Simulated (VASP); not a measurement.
Input of a VASP 6.6.1 run:

The input INCAR:

```
  PREC = Accurate
  ENCUT = 520
  EDIFF = 1E-6
  ISMEAR = 0
  SIGMA = 0.1
  LREAL = False
  LASPH = True
  NELM = 60
  ALGO = Normal
  ISIF = 2
  LWAVE = False
  LCHARG = False
  GGA = PE
  NBANDS = 33
```

The input KPOINTS:

```
Automatic mesh
0
Gamma
  12 12 4
```

File POSCAR:

```
ZrGa2Se2
1.0
    3.6780050510      0.0000000000      0.0000000000
   -1.8390025255      3.1852458094      0.0000000000
    0.0000000000      0.0000000000     10.0733125142
Zr Ga Se
1 2 2
Direct
    0.0000000000      0.0000000000      0.0000000000
    0.3333333333      0.6666666667      0.5898366320
    0.6666666667      0.3333333333      0.4101633680
    0.6666666667      0.3333333333      0.8327953763
    0.3333333333      0.6666666667      0.1672046237
```

Potentials or basis: VASP PAW PBE potentials, release 64 (Zr_sv, Ga_d, Se).

Run with:

```console
$ cat potpaw_PBE.64/Zr_sv/POTCAR potpaw_PBE.64/Ga_d/POTCAR potpaw_PBE.64/Se/POTCAR > POTCAR
$ mpirun -np 1 vasp_std > vasp.out
```

Task: Predict the pressure.

Result: 0.1 GPa.

Task: What does it give for the band gap on the k mesh?

Result: Zero (bands 25 and 26 overlap by 1.22 eV).

Task: Predict the largest force.

Result: 0.012 eV/Å.

Forces on the atoms (eV/Å):
```
Zr   0.000  0.000  0.000
Ga   0.000  0.000  0.005
Ga   0.000  0.000 -0.005
Se   0.000  0.000 -0.012
Se   0.000  0.000  0.012
```
